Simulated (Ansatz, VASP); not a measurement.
## BN: VASP beside Ansatz

```
B N
1.0
     0.00000    1.66585    1.66585
     1.66585    0.00000    1.66585
     1.66585    1.66585    0.00000
B N
1 1
Direct
  0.00000 0.00000 0.00000
  0.50000 0.50000 0.50000
```

Change from the starting cell: volume scaled by 0.86, to set the pressure.

Alike in both runs: task single point; functional PBE; k mesh 16 × 16 × 16; occupations fermi-dirac, width 0.05 eV; no spin polarisation.

|  | VASP | Ansatz |
| --- | --- | --- |
| version | VASP 6.6.1 | Ansatz 0.2.0 |
| potentials or method | VASP PAW PBE potentials, release 64 (B, N) | PAW with Ansatz's default frozen-core files, scalar-relativistic |
| plane-wave cutoff (eV) | 600 | 420 |
| valence electrons in the cell | 8 | 8 |

Ansatz gave:

```
gap on the k mesh at the Fermi level (eV) : 2.38
pressure (GPa)                            : 76.5
```

Task: What did VASP give for the same quantities?

Result: gap on the k mesh at the Fermi level (eV): 2.37; pressure (GPa): 76.7.

Both programs put the cell under a high pressure, so it lies far from rest at this level. The functional is the same, so the differences come from potentials, cutoffs and numerics.

Noted on VASP's run: the cell as given lies far from equilibrium.
